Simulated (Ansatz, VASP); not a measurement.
One calculation of SnTe, two programs

The input INCAR:

```
SYSTEM = SnTe
ALGO = Normal
EDIFF = 1E-6
ENCUT = 520
GGA = PS
ISIF = 2
ISMEAR = 0
LASPH = .TRUE.
LCHARG = .TRUE.
LELF = .TRUE.
LREAL = .FALSE.
LVHAR = .TRUE.
LWAVE = .FALSE.
NBANDS = 17
NELM = 60
PREC = Accurate
SIGMA = 0.03
```

KPOINTS

```
k-points
0
G
  10 10 10
  0 0 0
```

POSCAR

```
SnTe
1.0
    0.0000000000      3.4290534875      2.6746617202
    3.4290534875      0.0000000000      2.6746617202
    3.4290534875      3.4290534875      0.0000000000
Sn Te
1 1
Direct
    0.0000000000      0.0000000000      0.0000000000
    0.5000000000      0.5000000000      0.5000000000
```

Input for Ansatz:

```yaml
crystal:
  lattice:
    - [0.0, 3.4290534875, 2.6746617202]
    - [3.4290534875, 0.0, 2.6746617202]
    - [3.4290534875, 3.4290534875, 0.0]
  atoms:
    - { symbol: Sn, position: [0.0, 0.0, 0.0] }
    - { symbol: Te, position: [0.5, 0.5, 0.5] }
basis:
  ecutwfc: 420
kpoints:
  mp_grid: { grid: [10, 10, 10] }
hamiltonian:
  xc: pbesol
scf:
  occupations: { method: gaussian, width: 0.03 }
output:
  forces: true
  stress: true
  eigenvalues: true
  write_density: true
  write_potential: true
  elf: true
  volumetric_format: npy
```

Alike in both runs: task single point; functional PBEsol; k mesh 10 × 10 × 10; occupations gaussian, width 0.03 eV; no spin polarisation.

|  | VASP | Ansatz |
| --- | --- | --- |
| version | VASP 6.6.1 | Ansatz 0.2.0 |
| potentials or method | VASP PAW PBE potentials, release 64 (Sn_d, Te), cutoff 520 eV | scalar-relativistic, plane waves, PAW |
| valence electrons in the cell | 20 | 30 |

Ansatz gave:

* gap on the k mesh at the Fermi level (eV): none
* pressure (GPa): 6.5
* traceless stress, the component that is largest in VASP (GPa): 22.69

Estimate VASP's values.

gap on the k mesh at the Fermi level (eV): none; pressure (GPa): 6.4; traceless stress, the component that is largest in VASP (GPa): 22.62.

VASP's potentials were made for PBE, not for PBEsol. A gap of «none» marks a metal or a gap that the smearing closes. VASP's potentials hold 20 valence electrons a cell and Ansatz's 30, so a difference there can come from the potentials and not from the codes.

Neither program's run includes spin-orbit coupling.
